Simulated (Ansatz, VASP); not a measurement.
**WS2: VASP beside Ansatz**

The input INCAR:

```
  PREC = Accurate
  ENCUT = 520
  EDIFF = 1E-6
  ISMEAR = -1
  SIGMA = 0.08
  LREAL = F
  LASPH = T
  NELM = 80
  ALGO = Normal
  ISIF = 2
  LWAVE = F
  LCHARG = F
  NBANDS = 20
```

KPOINTS

```
regular mesh
0
Gamma
  13 13 13
```

The input POSCAR:

```
WS2
1.0
    1.6105803920      0.9298690228      6.1633300000
   -1.6105803920      0.9298690228      6.1633300000
    0.0000000000     -1.8597380457      6.1633300000
W S
1 2
Direct
    0.0000000000      0.0000000000      0.0000000000
    0.7503000000      0.7503000000      0.7503000000
    0.5810000000      0.5810000000      0.5810000000
```

Input for Ansatz:

```yaml
crystal:
  lattice:
    - [1.610580392, 0.9298690228, 6.16333]
    - [-1.610580392, 0.9298690228, 6.16333]
    - [0.0, -1.8597380457, 6.16333]
  atoms:
    - { symbol: W, position: [0.0, 0.0, 0.0] }
    - { symbol: S, position: [0.7503, 0.7503, 0.7503] }
    - { symbol: S, position: [0.581, 0.581, 0.581] }
kpoints:
  mp_grid: { grid: [13, 13, 13] }
  band_path:
    path:
      - [0.0, 0.0, 0.0]
      - [0.5, 0.5, 0.5]
      - [0.8181585864, 0.1818414136, 0.5]
      - [0.5, -0.1818414136, 0.1818414136]
      - [0.5, 0.0, 0.0]
      - [0.0, 0.0, 0.0]
      - [0.3409207068, -0.3409207068, 0.0]
      - [0.6590792932, 0.0, 0.3409207068]
      - [0.5, 0.0, 0.5]
    npoints: 5
scf:
  occupations: { method: fermi_dirac, width: 0.08 }
hamiltonian:
  xc: lda
  pseudopotentials: { kind: all_electron, lapw: { basis_error: 0.0005 } }
output:
  forces: true
  stress: true
  eigenvalues: true
```

Change from the starting cell: equal xx and yy strain of +2 %.

Alike in both runs: task single point; functional LDA; k mesh 13 × 13 × 13; occupations fermi-dirac, width 0.08 eV; no spin polarisation.

```csv
,VASP,Ansatz
version,VASP 6.6.1,Ansatz 0.2.0
potentials or method,"VASP PAW LDA potentials, release 64 (W_sv, S), cutoff 520 eV","all-electron LAPW, scalar-relativistic"
```

|  | VASP | Ansatz | Ansatz less VASP |
| --- | --- | --- | --- |
| pressure (GPa) | -9.0 | -9.3 | -0.28 |
| traceless stress, the component that is largest in VASP (GPa) | 2.20 | 2.16 | -0.039 |
| rms of the force components (eV/Å) | 0.371 | 0.386 | +0.0146 |

LDA's correlation is that of Perdew and Zunger in VASP and of Perdew and Wang (1992) in Ansatz. Atom by atom the forces differ by 0.019 eV/Å (rms over components). Ansatz ran all-electron here, and VASP with PAW potentials.

Neither program's run includes spin-orbit coupling.
